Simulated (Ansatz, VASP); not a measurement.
**TiO in VASP and in Ansatz**

```
Ti O
1.0
     4.98909    0.00000    0.00000
    -2.49454    4.32068    0.00000
     0.00000    0.00000    2.87331
Ti O
3 3
Direct
  0.66667 0.33333 0.50000
  0.33333 0.66667 0.50000
  0.00000 0.00000 0.00000
  0.60556 0.60556 0.00000
  0.39444 0.00000 0.00000
  0.00000 0.39444 0.00000
```

Alike in both runs: task single point; functional r2SCAN; k mesh 12 × 12 × 12; occupations gaussian, width 0.3 eV; no spin polarisation.

|  | VASP | Ansatz |
| --- | --- | --- |
| version | VASP 6.6.1 | Ansatz 0.2.0 |
| potentials or method | VASP PAW PBE potentials, release 64 (Ti_sv, O), cutoff 520 eV | scalar-relativistic, plane waves, PAW |
| valence electrons in the cell | 54 | 54 |

Ansatz gave:

| Quantity | Value |
| --- | --- |
| gap on the k mesh at the Fermi level (eV) | none |
| pressure (GPa) | -1.4 |
| rms of the force components (eV/Å) | 0.017 |

**Question.** Which values does VASP return?

**Answer.** gap on the k mesh at the Fermi level (eV): none; pressure (GPa): 0.2; rms of the force components (eV/Å): 0.006.

VASP's potentials were made for PBE, not for r2SCAN. Atom by atom the forces differ by 0.011 eV/Å (rms over components). A gap of «none» marks a metal or a gap that the smearing closes.
